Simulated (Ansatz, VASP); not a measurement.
**One calculation of AlOsC4N4, two programs**

```xyz
10
Lattice="5.8845 0.0000 0.0000 0.0000 5.8845 0.0000 0.0000 0.0000 5.8845" Properties=species:S:1:pos:R:3 pbc="T T T"
Al    0.0000    0.0000    0.0000
Os    2.9422    2.9422    2.9422
C     1.1286    1.1286    1.1286
C     1.1286    4.7558    4.7558
C     4.7558    1.1286    4.7558
C     4.7558    4.7558    1.1286
N     1.8091    1.8091    1.8091
N     1.8091    4.0753    4.0753
N     4.0753    1.8091    4.0753
N     4.0753    4.0753    1.8091
```

Alike in both runs: functional PBE; k mesh 4 × 4 × 4; occupations gaussian, width 0.1 eV; collinear spin.

Ansatz relaxed the structure, and its values are those at the end. VASP's run is a single point on that final structure, the one shown.

```csv
,VASP,Ansatz
version,VASP 6.6.1,Ansatz 0.2.0
potentials or method,"VASP PAW PBE potentials, release 64 (Al, Os, C, N), cutoff 520 eV","scalar-relativistic, plane waves, PAW"
valence electrons in the cell,47,55
```

|  | VASP | Ansatz | Ansatz less VASP |
| --- | --- | --- | --- |
| gap on the k mesh at the Fermi level (eV) | 0.21 | 0.20 | -0.005 |
| least direct gap on the mesh (eV) | 0.60 | 0.59 | -0.004 |
| pressure (GPa) | 0.9 | 0.4 | -0.48 |
| rms of the force components (eV/Å) | 0.115 | 0.017 | -0.0983 |
| net moment per atom (μB) | 0.30 | 0.30 | 0.000 |
| size of the moment on the site where the two differ most (μB) | 1.67 | 0.92 | -0.742 |

Site moments also hang on the region over which each program counts them. VASP's potentials hold 47 valence electrons a cell and Ansatz's 55, so a difference there can come from the potentials and not from the codes.

Neither program's run includes spin-orbit coupling. Noted on VASP's run: the standard files for N, O and F lose accuracy on very short bonds.
